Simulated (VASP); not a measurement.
# HfO2 (Fm-3m) in VASP: notebook

The runs below take HfO2 through single point, with PBEsol.

Program: VASP 6.6.1. These are calculated values, not measurements. Logs are shortened: lines on timing, memory, paths and dates and some standing lists are left out, and cuts for length are marked.

### 1 The cell of the first run

The structure is cubic, space group Fm-3m (No. 225). Conventional cell: a = 4.859 Å, b = 4.859 Å, c = 4.859 Å, α = 90.00°, β = 90.00°, γ = 90.00°. Within 2.8 Å of Hf (site symmetry m-3m) lie 8 O at 2.10 Å. Within 2.8 Å of O (site symmetry -43m) lie 4 Hf at 2.10 Å and 6 O at 2.43 Å.

### 2 Single point, PBEsol (strain -0.050 along x and y, -0.050 along z)

The input, INCAR:

```
PREC = Accurate
ENCUT = 520
EDIFF = 1E-6
ISMEAR = 0
SIGMA = 0.05
LREAL = False
LASPH = True
NELM = 60
ALGO = Normal
ISIF = 2
LWAVE = False
LCHARG = False
GGA = PS
NBANDS = 18
```

The input, KPOINTS:

```
regular mesh
0
Gamma
  8 8 8
```

The input, POSCAR:

```
HfO2
1.0
    0.0000000000      2.4296250000      2.4296250000
    2.4296250000      0.0000000000      2.4296250000
    2.4296250000      2.4296250000      0.0000000000
Hf O
1 2
Direct
    0.0000000000      0.0000000000      0.0000000000
    0.2500000000      0.2500000000      0.2500000000
    0.7500000000      0.7500000000      0.7500000000
```

Potentials or basis: VASP PAW PBE potentials, release 64 (Hf_pv, O).

Command:

```console
> cat potpaw_PBE.64/Hf_pv/POTCAR potpaw_PBE.64/O/POTCAR > POTCAR
> mpirun -np 1 vasp_std > vasp.out
```

OUTCAR:

```text
PREC = Accurate
   ENCUT = 520
   EDIFF = 1E-6
   ISMEAR = 0
   LREAL = False
   LASPH = True
   NELM = 60
   ISIF = 2
   GGA = PS

 ion  position               nearest neighbor table
   1  0.000  0.000  0.000-   2 2.10   3 2.10   3 2.10   3 2.10   3 2.10   2 2.10   2 2.10   2 2.10

   2  0.250  0.250  0.250-   1 2.10   1 2.10   1 2.10   1 2.10
   3  0.750  0.750  0.750-   1 2.10   1 2.10   1 2.10   1 2.10

  LATTYP: Found a face centered cubic cell.
 ALAT       =     4.8592500000

  Lattice vectors:

 A1 = (   0.0000000000,   2.4296250000,   2.4296250000)
 A2 = (   2.4296250000,   0.0000000000,   2.4296250000)
 A3 = (   2.4296250000,   2.4296250000,   0.0000000000)

Analysis of symmetry for initial positions (statically):
=====================================================================
 Subroutine PRICEL returns:
 Original cell was already a primitive cell.

 Routine SETGRP: Setting up the symmetry group for a
 face centered cubic supercell.

 Subroutine GETGRP returns: Found 48 space group operations
 (whereof 48 operations were pure point group operations)
 out of a pool of 48 trial point group operations.

The static configuration has the point symmetry O_h .

Analysis of symmetry for dynamics (positions and initial velocities):
=====================================================================
 Subroutine PRICEL returns:
 Original cell was already a primitive cell.

 Routine SETGRP: Setting up the symmetry group for a
 face centered cubic supercell.

 Subroutine GETGRP returns: Found 48 space group operations
 (whereof 48 operations were pure point group operations)
 out of a pool of 48 trial point group operations.

The dynamic configuration has the point symmetry O_h .

 Subroutine INISYM returns: Found 48 space group operations
 (whereof 48 operations are pure point group operations),
 and found     1 'primitive' translations

----------------------------------------------------------------------------------------

                                     Primitive cell

  volume of cell :      28.6845

  direct lattice vectors                    reciprocal lattice vectors
     0.000000000  2.429625000  2.429625000    -0.205793075  0.205793075  0.205793075
     2.429625000  0.000000000  2.429625000     0.205793075 -0.205793075  0.205793075
     2.429625000  2.429625000  0.000000000     0.205793075  0.205793075 -0.205793075

  length of vectors
     3.436008626  3.436008626  3.436008626     0.356444062  0.356444062  0.356444062

  position of ions in fractional coordinates (direct lattice)
     0.000000000  0.000000000  0.000000000
     0.250000000  0.250000000  0.250000000
     0.750000000  0.750000000  0.750000000

  ion indices of the primitive-cell ions
   primitive index   ion index
                 1           1
                 2           2
                 3           3

----------------------------------------------------------------------------------------

 KPOINTS: regular mesh

Automatic generation of k-mesh.
 Grid dimensions read from file:
 generate k-points for:    8    8    8

 Generating k-lattice:

  Cartesian coordinates                     Fractional coordinates (reciprocal lattice)
    -0.025724134  0.025724134  0.025724134     0.125000000  0.000000000  0.000000000
     0.025724134 -0.025724134  0.025724134     0.000000000  0.125000000  0.000000000
     0.025724134  0.025724134 -0.025724134     0.000000000  0.000000000  0.125000000

  Length of vectors
     0.044555508  0.044555508  0.044555508

  Shift w.r.t. Gamma in fractional coordinates (k-lattice)
     0.000000000  0.000000000  0.000000000

 Subroutine IBZKPT returns following result:
 ===========================================

 Found     29 irreducible k-points:

 Following reciprocal coordinates:
            Coordinates               Weight
  0.000000  0.000000  0.000000      1.000000
  0.125000  0.000000  0.000000      8.000000
  0.250000  0.000000  0.000000      8.000000
  0.375000  0.000000  0.000000      8.000000
  0.500000  0.000000  0.000000      4.000000
  0.125000  0.125000  0.000000      6.000000
[... 16 lines left out ...]
  0.500000  0.250000  0.125000     48.000000
 -0.375000  0.250000  0.125000     24.000000
 [... further k-points ...]
   k-points           NKPTS =     29   k-points in BZ     NKDIM =     29   number of bands    NBANDS=     18
   number of dos      NEDOS =    301   number of ions     NIONS =      3
   total plane-waves  NPLWV =  21952
   dimension x,y,z NGX =    28 NGY =   28 NGZ =   28
   dimension x,y,z NGXF=    56 NGYF=   56 NGZF=   56
   ions per type =               1   2
   NGX,Y,Z   is equivalent  to a cutoff of  13.55, 13.55, 13.55 a.u.
   NGXF,Y,Z  is equivalent  to a cutoff of  27.09, 27.09, 27.09 a.u.
 SYSTEM =  unknown system
   PREC   = accura    normal or accurate (medium, high low for compatibility)
   ISTART =      0    job   : 0-new  1-cont  2-samecut
   ICHARG =      2    charge: 1-file 2-atom 10-const
   ISPIN  =      1    spin polarized calculation?
   LNONCOLLINEAR =      F non collinear calculations
   LSORBIT =      F    spin-orbit coupling
   LASPH  =      T    aspherical Exc in radial PAW
   ENCUT  =  520.0 eV  38.22 Ry    6.18 a.u.   6.39  6.39  6.39*2*pi/ulx,y,z
   NELM   =     60;   NELMIN=  2; NELMDL= -5     # of ELM steps
   EDIFF  = 0.1E-05   stopping-criterion for ELM
   LREAL  =      F    real-space projection
   EDIFFG = 0.1E-04   stopping-criterion for IOM
   NSW    =      0    number of steps for IOM
   IBRION =     -1    ionic relax: 0-MD 1-quasi-New 2-CG
   NFREE  =      0    steps in history (QN), initial steepest desc. (CG)
   ISIF   =      2    stress and relaxation
   ISYM   =      2    0-nonsym 1-usesym 2-fastsym
   POTIM  = 0.5000    time-step for ionic-motion
   TEBEG  =    0.0;   TEEND  =   0.0 temperature during run
   PSTRESS=    0.0 pullay stress
   NELECT =      22.0000    total number of electrons
   NUPDOWN=      -1.0000    fix difference up-down
   EMIN   =  10.00;   EMAX   =-10.00  energy-range for DOS
   EFERMI =   0.00;   METHOD = LEGACY
   ISMEAR =     0;   SIGMA  =   0.05  broadening in eV -4-tet -1-fermi 0-gaus
   EFERMI_NEDOS =   21; number of points for ismear=-14 and -15
   IALGO  =     38    algorithm
   IMIX   =      4    mixing-type and parameters
     AMIX     =   0.40;   BMIX     =  1.00
     AMIX_MAG =   1.60;   BMIX_MAG =  1.00
  volume/ion in A,a.u.               =       9.56        64.52
  Fermi-wavevector in a.u.,A,eV,Ry     =   1.498534  2.831818 30.553282  2.245603
  Thomas-Fermi vector in A             =   2.610280
   LORBIT       =      0    0 simple, 1 ext, 2 COOP (PROOUT), +10 PAW based schemes
   GGA     = PS    functional components
   LHFCALC =     F    Hartree Fock is set to
   AEXX    =    0.0000 exact exchange contribution
   IVDW    =     0    specifies the selected vdW correction
   LEPSILON=     F    determine dielectric tensor
   LRPA    =     F    only Hartree local field effects (RPA)
 non-spin polarized calculation
 Gauss-broadening in eV      SIGMA  =   0.05
  energy-cutoff  :      520.00
  volume of cell :       28.68
 maximum number of plane-waves:       784
 NGX is ok and might be reduce to    28
   NGX = 13   NGY = 13   NGZ = 13

 number of electron      22.0000003 magnetization

 Free energy of the ion-electron system (eV)
  ---------------------------------------------------
  ext. energy  EPLUGINS =         0.00000000
  ---------------------------------------------------
  free energy    TOTEN  =       -31.35544023 eV

  energy without entropy =      -31.35544023  energy(sigma->0) =      -31.35544023

 E-fermi :   5.5538     XC(G=0): -12.8000

 val. band max:        5.2831841561   @ k =   0.5000   0.5000   0.0000
 cond. band min:       9.2786189096   @ k =   0.5000   0.5000   0.0000
 fundamental gap:      3.9954347535
 Fermi energy:         5.5538423328

 k-point     1 :       0.0000    0.0000    0.0000
  band No.  band energies     occupation
      1     -23.7894      2.00000
      2     -23.7894      2.00000
      3     -23.7894      2.00000
      4     -14.2475      2.00000
      5     -10.4635      2.00000
      6      -0.9638      2.00000
[... 10 lines left out ...]
     17      17.3973      0.00000
     18      19.5759      0.00000

 k-point     2 :       0.1250    0.0000    0.0000
  band No.  band energies     occupation
      1     -23.9186      2.00000
      2     -23.8025      2.00000
      3     -23.8025      2.00000
      4     -13.9529      2.00000
      5     -10.7026      2.00000
      6      -0.7855      2.00000
[... 10 lines left out ...]
     17      17.0274      0.00000
     18      19.5276      0.00000

 k-point     3 :       0.2500    0.0000    0.0000
  band No.  band energies     occupation
      1     -24.2085      2.00000
      2     -23.8337      2.00000
      3     -23.8337      2.00000
      4     -13.2970      2.00000
      5     -11.1221      2.00000
      6      -0.3531      2.00000
[... 10 lines left out ...]
     17      16.4140      0.00000
     18      19.1817      0.00000

 k-point     4 :       0.3750    0.0000    0.0000
  band No.  band energies     occupation
      1     -24.4729      2.00000
      2     -23.8647      2.00000
      3     -23.8647      2.00000
      4     -12.8626      2.00000
      5     -11.1942      2.00000
      6       0.0542      2.00000
[... 375 lines left out ...]
      4     -12.6936      2.00000
      5     -11.4751      2.00000
      6      -0.2772      2.00000
[... 10 lines left out ...]
     17      16.3906      0.00000
     18      19.4837      0.00000

 k-point    23 :       0.5000    0.2500    0.1250
  band No.  band energies     occupation
      1     -24.4219      2.00000
      2     -24.0682      2.00000
      3     -23.9100      2.00000
      4     -12.2691      2.00000
      5     -11.5354      2.00000
      6      -0.2806      2.00000
[... 10 lines left out ...]
     17      17.0410      0.00000
     18      19.4723      0.00000

 k-point    24 :      -0.3750    0.2500    0.1250
  band No.  band energies     occupation
      1     -24.4705      2.00000
      2     -24.1097      2.00000
      3     -23.9276      2.00000
      4     -12.2487      2.00000
      5     -11.3759      2.00000
      6      -0.2754      2.00000
[... 10 lines left out ...]
     17      16.9651      0.00000
     18      19.4802      0.00000

 [... further k-points ...]
[... 5 lines left out ...]
  --------------------------------------------------------------------------------------
  -------------------------------------------------------------------------------------
  Total        5.8712508      5.8712508      5.8712508     -0.0000000      0.0000000      0.0000000
  in kB      327.9393064    327.9393064    327.9393064     -0.0000000      0.0000000      0.0000000
  external PRESSURE =     327.9393064 kB  Pullay stress =       0.0000000 kB

 VOLUME and BASIS-vectors are now :
 -----------------------------------------------------------------------------
  energy-cutoff  :      520.00
  volume of cell :       28.68
      direct lattice vectors                 reciprocal lattice vectors
     0.000000000  2.429625000  2.429625000    -0.205793075  0.205793075  0.205793075
     2.429625000  0.000000000  2.429625000     0.205793075 -0.205793075  0.205793075
     2.429625000  2.429625000  0.000000000     0.205793075  0.205793075 -0.205793075

 POSITION                                       TOTAL-FORCE (eV/Angst)
 -----------------------------------------------------------------------------------
      0.00000      0.00000      0.00000         0.000000     -0.000000     -0.000000
      1.21481      1.21481      1.21481        -0.000000      0.000000     -0.000000
      3.64444      3.64444      3.64444         0.000000      0.000000      0.000000
 -----------------------------------------------------------------------------------
    total drift:                                0.000000      0.000000      0.000000

  FREE ENERGIE OF THE ION-ELECTRON SYSTEM (eV)
  ---------------------------------------------------
  free  energy   TOTEN  =       -31.3554402277 eV

  energy  without entropy=      -31.3554402277  energy(sigma->0) =      -31.35544023
```

Run time: 11 s. Hardware: 1 thread of AMD EPYC 9R45 (Zen 5), shared host; peak memory 0.13 GiB.

Results:

- Free energy: -31.3554 eV
- Pressure: 32.8 GPa
- Band gap on the k mesh: 4.00 eV, direct

Caveat: the cell differs from its parent crystal (strain -0.050 along x and y, -0.050 along z); the PAW data sets were made with another functional, which shifts forces and pressure a little; spin-orbit coupling is left out, which moves the levels of the heavy elements. A k mesh can miss the band edges.

### 3 Single point, PBEsol (strain -0.025 along x and y, -0.025 along z)

The input, INCAR:

```
SYSTEM = HfO2
PREC = Accurate
ENCUT = 520
EDIFF = 1E-7
ISMEAR = 0
SIGMA = 0.05
LREAL = .FALSE.
LASPH = .TRUE.
NELM = 100
ALGO = Normal
ISIF = 2
LWAVE = .FALSE.
LCHARG = .TRUE.
GGA = PS
LELF = .TRUE.
LVHAR = .TRUE.
NBANDS = 18
```

The input, KPOINTS:

```
regular mesh
0
G
  8 8 8
  0 0 0
```

The input, POSCAR:

```
HfO2
1.0
    0.0000000000      2.4935625000      2.4935625000
    2.4935625000      0.0000000000      2.4935625000
    2.4935625000      2.4935625000      0.0000000000
Hf O
1 2
Direct
    0.0000000000      0.0000000000      0.0000000000
    0.2500000000      0.2500000000      0.2500000000
    0.7500000000      0.7500000000      0.7500000000
```

Potentials or basis: VASP PAW PBE potentials, release 64 (Hf_pv, O).

Command:

```console
> cat potpaw_PBE.64/Hf_pv/POTCAR potpaw_PBE.64/O/POTCAR > POTCAR
> mpirun -np 1 vasp_std > vasp.out
```

Run time: 14 s. Hardware: 1 thread of AMD EPYC 9R45 (Zen 5), shared host; peak memory 0.13 GiB.

Results (log left out):

```
Free energy            : -31.6253 eV
Pressure               : 5.6 GPa
Band gap on the k mesh : 3.80 eV, direct
```

Levels at points of the mesh, in eV from the valence-band top:
```csv
k point,band 7,band 8,band 9,band 10,band 11,band 12,band 13,band 14,band 15,band 16
"(0.00, 0.00, 0.00)",-5.72,-5.72,-0.64,-0.64,-0.64,3.89,3.89,6.04,11.05,11.05
"(0.50, 0.00, 0.00)",-4.63,-3.16,-2.89,-1.91,-1.91,4.70,4.70,7.43,9.00,9.91
"(0.50, 0.50, 0.00)",-3.61,-3.61,-1.63,-1.63,0.00,3.80,5.69,7.06,8.58,8.58
```

Caveat: the cell differs from its parent crystal (strain -0.025 along x and y, -0.025 along z); the PAW data sets were made with another functional, which shifts forces and pressure a little; spin-orbit coupling is left out, which moves the levels of the heavy elements. A k mesh can miss the band edges.
